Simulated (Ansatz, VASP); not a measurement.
# SnTe in VASP and in Ansatz

```
Sn Te
1.0
     0.00000    3.06176    3.06176
     3.06176    0.00000    3.06176
     3.06176    3.06176    0.00000
Sn Te
1 1
Direct
  0.00000 0.00000 0.00000
  0.50000 0.50000 0.50000
```

Change from the starting cell: hydrostatic strain -4.0%.

Alike in both runs: task single point; functional r2SCAN; k mesh 8 × 8 × 8; occupations fermi-dirac, width 0.02 eV; non-collinear spin, spin-orbit coupling.

|  | VASP | Ansatz |
| --- | --- | --- |
| version | VASP 6.6.1 | Ansatz 0.2.0 |
| potentials or method | VASP PAW PBE potentials, release 64 (Sn_d, Te) | plane waves, PAW |
| plane-wave cutoff (eV) | 520 | 500 |
| valence electrons in the cell | 20 | 30 |

|  | VASP | Ansatz | Ansatz less VASP |
| --- | --- | --- | --- |
| pressure (GPa) | 6.8 | 6.8 | -0.05 |
| net moment per atom (μB) | 0.00 | 0.00 | 0.000 |

VASP's potentials were made for PBE, not for r2SCAN. VASP's potentials hold 20 valence electrons a cell and Ansatz's 30, so a difference there can come from the potentials and not from the codes.
